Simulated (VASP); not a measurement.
# BiIr in VASP: notebook, part 2 of 2

VASP 6.6.1. The steps go on from the part before.

## 4. Single point, PBE (atom 2 (Bi) moved 0.12 Å along x)

INCAR

```
SYSTEM = BiIr
  ALGO = Normal
  EDIFF = 1E-6
  ENCUT = 520
  GGA = PE
  ISIF = 2
  ISMEAR = 0
  LASPH = .TRUE.
  LCHARG = .TRUE.
  LELF = .TRUE.
  LREAL = .FALSE.
  LVHAR = .TRUE.
  LWAVE = .FALSE.
  NBANDS = 19
  NELM = 80
  PREC = Accurate
  SIGMA = 0.05
```

KPOINTS

```
k-points
0
G
  10 10 10
  0 0 0
```

POSCAR

```
BiIr
1.0
    0.0000000000      2.8128721990      2.8128721990
    2.8128721990      0.0000000000      2.8128721990
    2.8128721990      2.8128721990      0.0000000000
Ir Bi
1 1
Direct
    0.5000000000      0.5000000000      0.5000000000
   -0.0213305105      0.0213305105      0.0213305105
```

Potentials or basis: VASP PAW PBE potentials, release 64 (Ir, Bi_d).

The run is started by

```sh
$ cat potpaw_PBE.64/Ir/POTCAR potpaw_PBE.64/Bi_d/POTCAR > POTCAR
$ mpirun -np 1 vasp_std > vasp.out
```

OUTCAR:

```text
SYSTEM = BiIr
   EDIFF = 1E-6
   ENCUT = 520
   GGA = PE
   ISIF = 2
   ISMEAR = 0
   LASPH = .TRUE.
   LREAL = .FALSE.
   NELM = 80
   PREC = Accurate

 ion  position               nearest neighbor table
   1  0.500  0.500  0.500-   2 2.69   2 2.82   2 2.82   2 2.82   2 2.82   2 2.93
   2  0.979  0.021  0.021-   1 2.69   1 2.82   1 2.82   1 2.82   1 2.82   1 2.93

  LATTYP: Found a face centered cubic cell.
 ALAT       =     5.6257443980

  Lattice vectors:

 A1 = (   0.0000000000,   2.8128721990,   2.8128721990)
 A2 = (   2.8128721990,   0.0000000000,   2.8128721990)
 A3 = (   2.8128721990,   2.8128721990,   0.0000000000)

Analysis of symmetry for initial positions (statically):
=====================================================================
 Subroutine PRICEL returns:
 Original cell was already a primitive cell.

 Routine SETGRP: Setting up the symmetry group for a
 face centered cubic supercell.

 Subroutine GETGRP returns: Found  8 space group operations
 (whereof  8 operations were pure point group operations)
 out of a pool of 48 trial point group operations.
[... 160 lines left out ...]
  free energy    TOTEN  =       -11.67701801 eV

  energy without entropy =      -11.67447850  energy(sigma->0) =      -11.67574825

 E-fermi :   8.1247     XC(G=0): -11.5335

 val. band max:        8.1161063751   @ k =   0.4000   0.4000   0.0000
 cond. band min:       8.1253956675   @ k =   0.2000   0.1000   0.3000
 fundamental gap:      0.0092892924
 Fermi energy:         8.1247363462

 k-point     1 :       0.0000    0.0000    0.0000
  band No.  band energies     occupation
      1     -14.6279      2.00000
      2     -14.6235      2.00000
      3     -14.5688      2.00000
      4     -14.5685      2.00000
      5     -14.5685      2.00000
      6      -4.7830      2.00000
[... 505 lines left out ...]
      6      -4.4286      2.00000
[... 11 lines left out ...]
     18      17.4249      0.00000
     19      18.7176      0.00000

 [... further k-points ...]

------------------------ aborting loop because EDIFF is reached ----------------------------------------

  FORCE on cell =-STRESS in cart. coord.  units (eV):
  Direction    XX          YY          ZZ          XY          YZ          ZX
  --------------------------------------------------------------------------------------
  -------------------------------------------------------------------------------------
  Total        0.6963634      0.0260393      0.0260393     -0.0000000      0.0000000      0.0000000
  in kB       25.0649319      0.9372602      0.9372602     -0.0000000      0.0000000      0.0000000
  external PRESSURE =       8.9798174 kB  Pullay stress =       0.0000000 kB

 VOLUME and BASIS-vectors are now :
 -----------------------------------------------------------------------------
  energy-cutoff  :      520.00
  volume of cell :       44.51
      direct lattice vectors                 reciprocal lattice vectors
     0.000000000  2.812872199  2.812872199    -0.177754254  0.177754254  0.177754254
     2.812872199  0.000000000  2.812872199     0.177754254 -0.177754254  0.177754254
     2.812872199  2.812872199  0.000000000     0.177754254  0.177754254 -0.177754254

 POSITION                                       TOTAL-FORCE (eV/Angst)
 -----------------------------------------------------------------------------------
      2.81287      2.81287      2.81287         0.325344      0.000000      0.000000
      0.12000      2.81287      2.81287        -0.325344      0.000000      0.000000
 -----------------------------------------------------------------------------------
    total drift:                               -0.000251     -0.000000     -0.000000

  FREE ENERGIE OF THE ION-ELECTRON SYSTEM (eV)
  ---------------------------------------------------
  free  energy   TOTEN  =       -11.6770180107 eV

  energy  without entropy=      -11.6744784972  energy(sigma->0) =      -11.67574825
```

OSZICAR:

```text
N       E                     dE             d eps       ncg     rms          rms(c)
DAV:   1     0.226089018116E+03    0.22609E+03   -0.12018E+04  3876   0.150E+03
DAV:   2     0.351338483828E+01   -0.22258E+03   -0.21511E+03  3876   0.407E+02
DAV:   3    -0.114098392645E+02   -0.14923E+02   -0.14702E+02  4395   0.114E+02
DAV:   4    -0.117927298977E+02   -0.38289E+00   -0.38253E+00  4559   0.184E+01
DAV:   5    -0.118079346525E+02   -0.15205E-01   -0.15204E-01  5182   0.353E+00    0.593E+00
DAV:   6    -0.117040957759E+02    0.10384E+00   -0.20575E-01  4953   0.480E+00    0.282E+00
DAV:   7    -0.116811830085E+02    0.22913E-01   -0.66165E-02  5216   0.267E+00    0.134E+00
DAV:   8    -0.116773593746E+02    0.38236E-02   -0.23478E-02  4462   0.138E+00    0.190E-01
DAV:   9    -0.116769973569E+02    0.36202E-03   -0.19676E-03  5066   0.575E-01    0.379E-02
DAV:  10    -0.116770140838E+02   -0.16727E-04   -0.70231E-05  5077   0.993E-02    0.174E-02
DAV:  11    -0.116770181773E+02   -0.40935E-05   -0.76518E-06  4371   0.263E-02    0.273E-03
DAV:  12    -0.116770180107E+02    0.16652E-06   -0.42540E-07  2520   0.625E-03
   1 F= -.11677018E+02 E0= -.11675748E+02  d E =-.253951E-02
```

It took 39 s on 1 thread of AMD EPYC 9R45 (Zen 5), shared host; peak memory 0.2 GiB.

Results:

- Free energy: -11.6770 eV
- Pressure: 0.9 GPa
- Largest force: 0.325 eV/Å
- Band gap on the k mesh: zero (band 12 reaches 10.08 eV, above the bottom of band 13 at 7.29 eV)

Forces in eV/Å, atoms in the order of the input:
```
Ir   0.325  0.000  0.000
Bi  -0.325  0.000  0.000
```

Caveat: the cell differs from its parent crystal (atom 2 (Bi) moved 0.12 Å along x); spin-orbit coupling is left out, which moves the levels of the heavy elements.

## 5. Single point, PBE (atom 1 (Ir) moved 0.02 Å along x)

INCAR

```
SYSTEM = BiIr
PREC = Accurate
ENCUT = 520
EDIFF = 1E-6
ISMEAR = 0
SIGMA = 0.05
LREAL = .FALSE.
LASPH = .TRUE.
NELM = 60
ALGO = Normal
ISIF = 2
LWAVE = .FALSE.
LCHARG = .FALSE.
GGA = PE
NBANDS = 19
```

KPOINTS

```
regular mesh
0
G
  10 10 10
  0 0 0
```

POSCAR

```
BiIr
1.0
    0.0000000000      2.8128721990      2.8128721990
    2.8128721990      0.0000000000      2.8128721990
    2.8128721990      2.8128721990      0.0000000000
Ir Bi
1 1
Direct
    0.4964449149      0.5035550851      0.5035550851
    0.0000000000      0.0000000000      0.0000000000
```

Potentials or basis: VASP PAW PBE potentials, release 64 (Ir, Bi_d).

The run is started by

```sh
$ cat potpaw_PBE.64/Ir/POTCAR potpaw_PBE.64/Bi_d/POTCAR > POTCAR
$ mpirun -np 1 vasp_std > vasp.out
```

OUTCAR:

```text
SYSTEM = BiIr
   PREC = Accurate
   ENCUT = 520
   EDIFF = 1E-6
   ISMEAR = 0
   LREAL = .FALSE.
   LASPH = .TRUE.
   NELM = 60
   ISIF = 2
   GGA = PE

 ion  position               nearest neighbor table
   1  0.496  0.504  0.504-   2 2.79   2 2.81   2 2.81   2 2.81   2 2.81   2 2.83
   2  0.000  0.000  0.000-   1 2.79   1 2.81   1 2.81   1 2.81   1 2.81   1 2.83

  LATTYP: Found a face centered cubic cell.
 ALAT       =     5.6257443980

  Lattice vectors:

 A1 = (   0.0000000000,   2.8128721990,   2.8128721990)
 A2 = (   2.8128721990,   0.0000000000,   2.8128721990)
[... 715 lines left out ...]

  FORCE on cell =-STRESS in cart. coord.  units (eV):
  Direction    XX          YY          ZZ          XY          YZ          ZX
  --------------------------------------------------------------------------------------
  -------------------------------------------------------------------------------------
  Total        0.0381713      0.0170443      0.0170443     -0.0000000      0.0000000     -0.0000000
  in kB        1.3739381      0.6134925      0.6134925     -0.0000000      0.0000000     -0.0000000
  external PRESSURE =       0.8669743 kB  Pullay stress =       0.0000000 kB

 VOLUME and BASIS-vectors are now :
 -----------------------------------------------------------------------------
  energy-cutoff  :      520.00
  volume of cell :       44.51
      direct lattice vectors                 reciprocal lattice vectors
     0.000000000  2.812872199  2.812872199    -0.177754254  0.177754254  0.177754254
     2.812872199  0.000000000  2.812872199     0.177754254 -0.177754254  0.177754254
     2.812872199  2.812872199  0.000000000     0.177754254  0.177754254 -0.177754254

 POSITION                                       TOTAL-FORCE (eV/Angst)
 -----------------------------------------------------------------------------------
      2.83287      2.81287      2.81287        -0.043243      0.000000      0.000000
      0.00000      0.00000      0.00000         0.043243      0.000000      0.000000
 -----------------------------------------------------------------------------------
    total drift:                                0.000080      0.000000      0.000000

  FREE ENERGIE OF THE ION-ELECTRON SYSTEM (eV)
  ---------------------------------------------------
  free  energy   TOTEN  =       -11.6937475100 eV

  energy  without entropy=      -11.6907131623  energy(sigma->0) =      -11.69223034
```

stdout:

```text
POSCAR found type information on POSCAR IrBi
 POSCAR found :  2 types and       2 ions
 scaLAPACK will be used
 LDA part: xc-table for (Slater+PW92), standard interpolation
 POSCAR, INCAR and KPOINTS ok, starting setup
 FFT: planning ... GRIDC
 FFT: planning ... GRID_SOFT
 FFT: planning ... GRID
 WAVECAR not read
 entering main loop
```

It took 36 s on 1 thread of AMD EPYC 9R45 (Zen 5), shared host; peak memory 0.2 GiB.

What came out:

```yaml
Free_energy: -11.6937 eV
Pressure: 0.1 GPa
Largest_force: 0.043 eV/Å
Band_gap_on_the_k_mesh: zero (band 12 reaches 10.01 eV, above the bottom of band 13 at 7.30 eV)
```

Forces on the atoms (eV/Å):
```
Ir  -0.043  0.000  0.000
Bi   0.043  0.000  0.000
```

Levels at points of the mesh, in eV from the Fermi level:
| k point | band 9 | band 10 | band 11 | band 12 | band 13 | band 14 | band 15 | band 16 |
| --- | --- | --- | --- | --- | --- | --- | --- | --- |
| (0.00, 0.00, 0.00) | -1.90 | -1.64 | -1.64 | 1.90 | 1.90 | 1.90 | 3.58 | 7.70 |
| (0.50, 0.00, 0.00) | -3.63 | -1.19 | -1.19 | -0.87 | 4.27 | 5.72 | 5.72 | 6.58 |
| (0.50, 0.50, 0.00) | -1.26 | -0.91 | -0.91 | -0.80 | -0.80 | -0.33 | 1.40 | 8.41 |
| (0.00, 0.50, 0.50) | -1.25 | -0.92 | -0.92 | -0.80 | -0.80 | -0.33 | 1.40 | 8.41 |

Caveat: the cell differs from its parent crystal (atom 1 (Ir) moved 0.02 Å along x); spin-orbit coupling is left out, which moves the levels of the heavy elements.

## 6. Overview

| level | potentials or basis | gap on the mesh (eV) | pressure (GPa) |
| --- | --- | --- | --- |
| LDA | VASP PAW LDA potentials, release 64 (Ir, Bi_d) | none | -7.7 |
| r2SCAN | VASP PAW PBE potentials, release 64 (Ir, Bi_d) | none | -3.2 |
| PBE | VASP PAW PBE potentials, release 64 (Ir, Bi_d) | none | 0.1 |

Some of these runs hold the atoms at other places in the same cell, which the table doesn't show; runs alike in all that it shows share one row.

Alike in all rows: task single point; no spin polarisation; cell as given; k mesh 10 × 10 × 10; cutoff (eV) 520; smearing gaussian 0.05 eV.

Caveats: spin-orbit coupling is left out, which moves the levels of the heavy elements; the PAW data sets were made with another functional, which shifts forces and pressure a little (some runs).

Total energies depend on the potentials used, so only differences within one code and one set of settings carry meaning.
